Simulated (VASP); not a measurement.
**ZnAu: single point with PBEsol**

Crystal: ZnAu.

```xyz
2
Lattice="3.1470 0.0000 0.0000 0.0000 3.1470 0.0000 0.0000 0.0000 3.1470" Properties=species:S:1:pos:R:3 pbc="T T T"
Zn    1.5735    1.5735    1.5735
Au   -0.0072   -0.0072   -0.0072
```

This cell differs from its parent crystal: all Au atoms moved +0.013 Å, as atom 2 towards its neighbour atom 1 (Zn) at 2.725 Å.

```yaml
Program: VASP 6.6.1
Task: single point
Functional: PBEsol
Potentials_or_basis: VASP PAW PBE potentials, release 64 (Zn, Au)
Cutoff: 520 eV
k_mesh: 16 × 16 × 16
Occupations: gaussian, width 0.15 eV
Spin: no spin polarisation
Dipole_correction: no
Further_INCAR_settings: ALGO = Fast; EDIFF = 1e-06; NBANDS = 18
```

- Pressure: -2.3 GPa
- Largest force: 0.042 eV/Å
- Band gap on the k mesh: zero (an odd number of electrons rules out a gap without spin polarisation)

Forces in eV/Å, atoms in the order of the input:
```
Zn  -0.025 -0.025 -0.025
Au   0.025  0.025  0.025
```

Levels at points of the mesh, in eV from the Fermi level:
```tsv
k point	band 8	band 9	band 10	band 11	band 12	band 13	band 14	band 15
(0.00, 0.00, 0.00)	-5.39	-3.71	-3.71	-3.71	4.98	4.98	4.98	8.84
(0.50, 0.00, 0.00)	-5.44	-4.89	-4.89	-3.87	-2.35	10.43	11.12	11.12
(0.50, 0.50, 0.00)	-4.05	-4.05	-3.12	-2.00	-2.00	0.83	2.52	10.39
(0.50, 0.50, 0.50)	-6.42	-3.07	-3.07	1.40	3.56	3.74	3.74	3.74
```

It took 2.7 min on 1 thread of Intel Xeon 8259CL (shared host), peak memory 0.34 GiB.

Caveat: the cell differs from its parent crystal (all Au atoms moved +0.013 Å, as atom 2 towards its neighbour atom 1 (Zn) at 2.725 Å); the PAW data sets were made with another functional, which shifts forces and pressure a little; spin-orbit coupling is left out, which moves the levels of the heavy elements.
